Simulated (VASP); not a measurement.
# Te2Mo (P2_1/m) in VASP: single point with LDA

Aim: the single point of Te2Mo with LDA.

Program: VASP 6.6.1. These are calculated values, not measurements. Logs are shortened: lines on timing, memory, paths and dates and some standing lists are left out, and cuts for length are marked.

**1. The cell of the first run**

The structure is monoclinic, space group P2_1/m (No. 11). The conventional cell has a = 6.294 Å, b = 3.439 Å, c = 13.373 Å, α = 90.00°, β = 93.81°, γ = 90.00°. Te (site symmetry m) has 3 Mo at 2.76 to 2.78 Å and 10 Te at 3.41 to 3.69 Å within 3.7 Å. Within 3.8 Å of Te (site symmetry m) lie 3 Mo at 2.68 Å and 9 Te at 3.44 to 3.77 Å. Within 3.8 Å of Te (site symmetry m) lie 3 Mo at 2.68 Å and 9 Te at 3.44 to 3.77 Å. Within 3.7 Å of Te (site symmetry m) lie 3 Mo at 2.76 to 2.78 Å and 10 Te at 3.41 to 3.69 Å. Mo (site symmetry m) has 6 Te at 2.68 to 2.78 Å and 4 Mo at 2.86 to 3.44 Å within 3.5 Å. Mo (site symmetry m) has 6 Te at 2.68 to 2.78 Å and 4 Mo at 2.86 to 3.44 Å within 3.5 Å.

**2. Single point, LDA**

Contents of INCAR:

```
ALGO = Normal
EDIFF = 1E-6
ENCUT = 520
GGA = CA
ISIF = 2
ISMEAR = 0
KPAR = 4
LASPH = T
LCHARG = F
LREAL = F
LWAVE = F
NBANDS = 64
NELM = 100
PREC = Accurate
SIGMA = 0.1
```

Contents of KPOINTS:

```
k-points
0
Gamma
  6 10 4
```

Contents of POSCAR:

```
Te2Mo
1.0
    6.2930839929      0.0000000000     -0.0771621782
    0.0000000000      3.4385032670      0.0000000000
   -0.7250347655      0.0000000000     13.3538151747
Te Mo
8 4
Direct
    0.4128170095      0.0000000000      0.8952396468
    0.5871792392      0.5000000000      0.1047576125
    0.9050690043      0.5000000000      0.8470472162
    0.0949274209      0.0000000000      0.1529500653
    0.4427347181      0.5000000000      0.6523804414
    0.5572684772      0.0000000000      0.3476219063
    0.9444744700      0.0000000000      0.6050988642
    0.0555291482      0.5000000000      0.3949035202
    0.8181122895      0.0000000000      0.9921498398
    0.1818836712      0.5000000000      0.0078471119
    0.6802451974      0.5000000000      0.4934691165
    0.3197583445      0.0000000000      0.5065336489
```

Potentials or basis: VASP PAW LDA potentials, release 64 (Te, Mo_sv).

Launch:

```console
> cat potpaw_LDA.64/Te/POTCAR potpaw_LDA.64/Mo_sv/POTCAR > POTCAR
> mpirun -np 4 vasp_std > vasp.out
```

OUTCAR:

```text
EDIFF = 1E-6
   ENCUT = 520
   GGA = CA
   ISIF = 2
   ISMEAR = 0
   LASPH = T
   LREAL = F
   NELM = 100
   PREC = Accurate

 ion  position               nearest neighbor table
   1  0.413  0.000  0.895-  10 2.76  10 2.76   9 2.78   2 3.41   2 3.41   3 3.64   3 3.64   3 3.65
                             3 3.65
   2  0.587  0.500  0.105-   9 2.76   9 2.76  10 2.78   1 3.41   1 3.41   4 3.64   4 3.64   4 3.65
                             4 3.65
   3  0.905  0.500  0.847-  10 2.68   9 2.68   9 2.68   1 3.64   1 3.64   1 3.65   1 3.65
   4  0.095  0.000  0.153-   9 2.68  10 2.68  10 2.68   2 3.64   2 3.64   2 3.65   2 3.65
   5  0.443  0.500  0.652-  12 2.68  12 2.68  11 2.68   7 3.60   7 3.60
   6  0.557  0.000  0.348-  11 2.68  11 2.68  12 2.68   8 3.60   8 3.60
   7  0.944  0.000  0.605-  11 2.76  11 2.76  12 2.78   8 3.41   8 3.41   5 3.60   5 3.60
   8  0.056  0.500  0.395-  12 2.76  12 2.76  11 2.78   7 3.41   7 3.41   6 3.60   6 3.60
   9  0.818  0.000  0.992-   4 2.68   3 2.68   3 2.68   2 2.76   2 2.76   1 2.78  10 2.86  10 2.86

  10  0.182  0.500  0.008-   3 2.68   4 2.68   4 2.68   1 2.76   1 2.76   2 2.78   9 2.86   9 2.86

  11  0.680  0.500  0.493-   6 2.68   6 2.68   5 2.68   7 2.76   7 2.76   8 2.78  12 2.86  12 2.86

  12  0.320  0.000  0.507-   5 2.68   5 2.68   6 2.68   8 2.76   8 2.76   7 2.78  11 2.86  11 2.86

  LATTYP: Found a simple monoclinic cell.
 ALAT       =     6.2935570343
 B/A-ratio  =     0.5463529207
 C/A-ratio  =     2.1249482940
 COS(beta)  =    -0.0664527520

  Lattice vectors:

 A1 = (   6.2930839929,   0.0000000000,  -0.0771621782)
 A2 = (   0.0000000000,   3.4385032670,   0.0000000000)
 A3 = (  -0.7250347655,   0.0000000000,  13.3538151747)

Analysis of symmetry for initial positions (statically):
=====================================================================
 Subroutine PRICEL returns:
 Original cell was already a primitive cell.

 Routine SETGRP: Setting up the symmetry group for a
 simple monoclinic supercell.

 Subroutine GETGRP returns: Found  4 space group operations
 (whereof  2 operations were pure point group operations)
 out of a pool of  4 trial point group operations.

The static configuration has the point symmetry C_1h.
 The point group associated with its full space group is C_2h.

Analysis of symmetry for dynamics (positions and initial velocities):
=====================================================================
 Subroutine PRICEL returns:
 Original cell was already a primitive cell.

 Routine SETGRP: Setting up the symmetry group for a
 simple monoclinic supercell.

 Subroutine GETGRP returns: Found  4 space group operations
 (whereof  2 operations were pure point group operations)
 out of a pool of  4 trial point group operations.

The dynamic configuration has the point symmetry C_1h.
 The point group associated with its full space group is C_2h.

 Subroutine INISYM returns: Found  4 space group operations
 (whereof  2 operations are pure point group operations),
 and found     1 'primitive' translations

----------------------------------------------------------------------------------------

                                     Primitive cell

  volume of cell :     288.7680

  direct lattice vectors                    reciprocal lattice vectors
     6.293083993  0.000000000 -0.077162178     0.159010458  0.000000000  0.008633346
     0.000000000  3.438503267  0.000000000     0.000000000  0.290824211  0.000000000
    -0.725034766  0.000000000 13.353815175     0.000918808  0.000000000  0.074934852

  length of vectors
     6.293557034  3.438503267 13.373483283     0.159244656  0.290824211  0.074940485

  position of ions in fractional coordinates (direct lattice)
     0.412817010  0.000000000  0.895239647
     0.587179239  0.500000000  0.104757613
     0.905069004  0.500000000  0.847047216
     0.094927421  0.000000000  0.152950065
     0.442734718  0.500000000  0.652380441
     0.557268477  0.000000000  0.347621906
     0.944474470  0.000000000  0.605098864
     0.055529148  0.500000000  0.394903520
     0.818112290  0.000000000  0.992149840
     0.181883671  0.500000000  0.007847112
     0.680245197  0.500000000  0.493469117
     0.319758345  0.000000000  0.506533649

  ion indices of the primitive-cell ions
   primitive index   ion index
                 1           1
                 2           2
                 3           3
                 4           4
                 5           5
                 6           6
                 7           7
                 8           8
                 9           9
                10          10
                11          11
                12          12

----------------------------------------------------------------------------------------

 KPOINTS: k-points

Automatic generation of k-mesh.
 Grid dimensions read from file:
 generate k-points for:    6   10    4

 Generating k-lattice:

  Cartesian coordinates                     Fractional coordinates (reciprocal lattice)
     0.026501743  0.000000000  0.001438891     0.166666667  0.000000000 -0.000000000
     0.000000000  0.029082421  0.000000000     0.000000000  0.100000000  0.000000000
     0.000229702  0.000000000  0.018733713     0.000000000  0.000000000  0.250000000

  Length of vectors
     0.026540776  0.029082421  0.018735121

  Shift w.r.t. Gamma in fractional coordinates (k-lattice)
     0.000000000  0.000000000  0.000000000

 Subroutine IBZKPT returns following result:
 ===========================================

 Found     84 irreducible k-points:

 Following reciprocal coordinates:
            Coordinates               Weight
  0.000000  0.000000  0.000000      1.000000
  0.166667  0.000000  0.000000      2.000000
  0.333333  0.000000  0.000000      2.000000
  0.500000  0.000000  0.000000      1.000000
  0.000000  0.100000  0.000000      2.000000
  0.166667  0.100000  0.000000      4.000000
[... 16 lines left out ...]
  0.333333  0.500000  0.000000      2.000000
  0.500000  0.500000  0.000000      1.000000
 [... further k-points ...]
   k-points           NKPTS =     84   k-points in BZ     NKDIM =     84   number of bands    NBANDS=     64
   number of dos      NEDOS =    301   number of ions     NIONS =     12
   total plane-waves  NPLWV = 134400
   dimension x,y,z NGX =    48 NGY =   28 NGZ =  100
   dimension x,y,z NGXF=    96 NGYF=   56 NGZF=  200
   ions per type =               8   4
   NGX,Y,Z   is equivalent  to a cutoff of  12.68, 13.54, 12.43 a.u.
   NGXF,Y,Z  is equivalent  to a cutoff of  25.36, 27.08, 24.86 a.u.
 SYSTEM =  unknown system
   PREC   = accura    normal or accurate (medium, high low for compatibility)
   ISTART =      0    job   : 0-new  1-cont  2-samecut
   ICHARG =      2    charge: 1-file 2-atom 10-const
   ISPIN  =      1    spin polarized calculation?
   LNONCOLLINEAR =      F non collinear calculations
   LSORBIT =      F    spin-orbit coupling
   LASPH  =      T    aspherical Exc in radial PAW
   ENCUT  =  520.0 eV  38.22 Ry    6.18 a.u.  11.70  6.39 24.87*2*pi/ulx,y,z
   NELM   =    100;   NELMIN=  2; NELMDL= -5     # of ELM steps
   EDIFF  = 0.1E-05   stopping-criterion for ELM
   LREAL  =      F    real-space projection
   EDIFFG = 0.1E-04   stopping-criterion for IOM
   NSW    =      0    number of steps for IOM
   IBRION =     -1    ionic relax: 0-MD 1-quasi-New 2-CG
   NFREE  =      0    steps in history (QN), initial steepest desc. (CG)
   ISIF   =      2    stress and relaxation
   ISYM   =      2    0-nonsym 1-usesym 2-fastsym
   POTIM  = 0.5000    time-step for ionic-motion
   TEBEG  =    0.0;   TEEND  =   0.0 temperature during run
   PSTRESS=    0.0 pullay stress
   NELECT =     104.0000    total number of electrons
   NUPDOWN=      -1.0000    fix difference up-down
   EMIN   =  10.00;   EMAX   =-10.00  energy-range for DOS
   EFERMI =   0.00;   METHOD = LEGACY
   ISMEAR =     0;   SIGMA  =   0.10  broadening in eV -4-tet -1-fermi 0-gaus
   EFERMI_NEDOS =   21; number of points for ismear=-14 and -15
   IALGO  =     38    algorithm
   IMIX   =      4    mixing-type and parameters
     AMIX     =   0.40;   BMIX     =  1.00
     AMIX_MAG =   1.60;   BMIX_MAG =  1.00
  volume/ion in A,a.u.               =      24.06       162.39
  Fermi-wavevector in a.u.,A,eV,Ry     =   1.164759  2.201076 18.458542  1.356665
  Thomas-Fermi vector in A             =   2.301294
   LORBIT       =      0    0 simple, 1 ext, 2 COOP (PROOUT), +10 PAW based schemes
   GGA     = CA    functional components
   LHFCALC =     F    Hartree Fock is set to
   AEXX    =    0.0000 exact exchange contribution
   IVDW    =     0    specifies the selected vdW correction
   LEPSILON=     F    determine dielectric tensor
   LRPA    =     F    only Hartree local field effects (RPA)
 non-spin polarized calculation
 Gauss-broadening in eV      SIGMA  =   0.10
  energy-cutoff  :      520.00
  volume of cell :      288.77
 maximum number of plane-waves:      7817
   NGX = 23   NGY = 13   NGZ = 49

 number of electron     103.9999991 magnetization

 Free energy of the ion-electron system (eV)
  ---------------------------------------------------
  ext. energy  EPLUGINS =         0.00000000
  ---------------------------------------------------
  free energy    TOTEN  =       -82.30991131 eV

  energy without entropy =      -82.28794817  energy(sigma->0) =      -82.29892974

 E-fermi :   8.8588     XC(G=0): -10.8344

 val. band max:        8.8538024875   @ k =   0.1667   0.2000   0.2500
 cond. band min:       8.8601211302   @ k =   0.1667   0.2000   0.0000
 fundamental gap:      0.0063186426
 Fermi energy:         8.8587592886

 k-point     1 :       0.0000    0.0000    0.0000
  band No.  band energies     occupation
      1     -51.8962      2.00000
      2     -51.8842      2.00000
      3     -51.8274      2.00000
      4     -51.8149      2.00000
      5     -26.3790      2.00000
      6     -26.3691      2.00000
[... 1597 lines left out ...]
     63      11.1466      0.00000
     64      11.1472      0.00000

 [... further k-points ...]

------------------------ aborting loop because EDIFF is reached ----------------------------------------

  FORCE on cell =-STRESS in cart. coord.  units (eV):
  Direction    XX          YY          ZZ          XY          YZ          ZX
  --------------------------------------------------------------------------------------
  -------------------------------------------------------------------------------------
  Total        0.5361504      0.4092991      0.3806736      0.0000000      0.0000000     -0.0063871
  in kB        2.9747336      2.2709223      2.1120988      0.0000000      0.0000000     -0.0354377
  external PRESSURE =       2.4525849 kB  Pullay stress =       0.0000000 kB

 VOLUME and BASIS-vectors are now :
 -----------------------------------------------------------------------------
  energy-cutoff  :      520.00
  volume of cell :      288.77
      direct lattice vectors                 reciprocal lattice vectors
     6.293083993  0.000000000 -0.077162178     0.159010458  0.000000000  0.008633346
     0.000000000  3.438503267  0.000000000     0.000000000  0.290824211  0.000000000
    -0.725034766  0.000000000 13.353815175     0.000918808  0.000000000  0.074934852

 POSITION                                       TOTAL-FORCE (eV/Angst)
 -----------------------------------------------------------------------------------
      1.94881      0.00000     11.92301         0.003356      0.000000     -0.029767
      3.61922      1.71925      1.35361        -0.003356      0.000000      0.029767
      5.08154      1.71925     11.24147         0.004108      0.000000     -0.055213
      0.48649      0.00000      2.03514        -0.004108      0.000000      0.055213
      2.31317      1.71925      8.67761         0.003823      0.000000      0.054607
      3.25490      0.00000      4.59908        -0.003823      0.000000     -0.054607
      5.50494      0.00000      8.00750         0.002836      0.000000      0.029194
      0.06313      1.71925      5.26918        -0.002836      0.000000     -0.029194
      4.42911      0.00000     13.18586        -0.031086      0.000000      0.009476
      1.13892      1.71925      0.09075         0.031086      0.000000     -0.009476
      3.92306      1.71925      6.53721         0.029862      0.000000      0.012936
      1.64501      0.00000      6.73948        -0.029862      0.000000     -0.012936
 -----------------------------------------------------------------------------------
    total drift:                                0.005188     -0.000000      0.009857

  FREE ENERGIE OF THE ION-ELECTRON SYSTEM (eV)
  ---------------------------------------------------
  free  energy   TOTEN  =       -82.3099113106 eV

  energy  without entropy=      -82.2879481711  energy(sigma->0) =      -82.29892974
```

Wall time 18 min (4 MPI ranks of Intel Xeon Platinum 8259CL at 2.50GHz (Skylake/Cascade Lake), shared host); peak memory 1.1 GiB.

What came out:

* Free energy: -82.3099 eV
* Pressure: 0.2 GPa
* Largest force: 0.055 eV/Å
* Band gap on the k mesh: zero (bands 52 and 53 overlap by 0.46 eV)

Forces on the atoms (eV/Å):
```
Te   0.003  0.000 -0.030
Te  -0.003  0.000  0.030
Te   0.004  0.000 -0.055
Te  -0.004  0.000  0.055
Te   0.004  0.000  0.055
Te  -0.004  0.000 -0.055
Te   0.003  0.000  0.029
Te  -0.003  0.000 -0.029
Mo  -0.031  0.000  0.009
Mo   0.031  0.000 -0.009
Mo   0.030  0.000  0.013
Mo  -0.030  0.000 -0.013
```

Stress tensor (GPa, compression positive):
```
0.30 0.00 0.00
0.00 0.23 0.00
0.00 0.00 0.21
```

Caveat: spin-orbit coupling is left out, which moves the levels of the heavy elements.
